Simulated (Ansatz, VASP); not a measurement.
SnO in VASP and in Ansatz

```
Sn O
1.0
     3.80524    0.00000    0.00000
     0.00000    3.80524    0.00000
     0.00000    0.00000    4.75215
Sn O
2 2
Direct
  0.50000 0.00000 0.24246
  0.00000 0.50000 0.75754
  0.00000 0.00000 0.00000
  0.50000 0.50000 0.00000
```

Alike in both runs: functional PBEsol; k mesh 12 × 12 × 10; occupations gaussian, width 0.1 eV; no spin polarisation.

Ansatz relaxed the structure, and its values are those at the end. VASP's run is a single point on that final structure, the one shown.

|  | VASP | Ansatz |
| --- | --- | --- |
| version | VASP 6.6.1 | Ansatz 0.2.0 |
| potentials or method | VASP PAW PBE potentials, release 64 (Sn_d, O), cutoff 600 eV | scalar-relativistic, plane waves, PAW |
| valence electrons in the cell | 40 | 40 |

|  | VASP | Ansatz | Ansatz less VASP |
| --- | --- | --- | --- |
| gap on the k mesh at the Fermi level (eV) | none | none | - |
| pressure (GPa) | 0.2 | 0.0 | -0.19 |
| rms of the force components (eV/Å) | 0.035 | 0.001 | -0.0339 |

VASP's potentials were made for PBE, not for PBEsol. A gap of «none» marks a metal or a gap that the smearing closes.
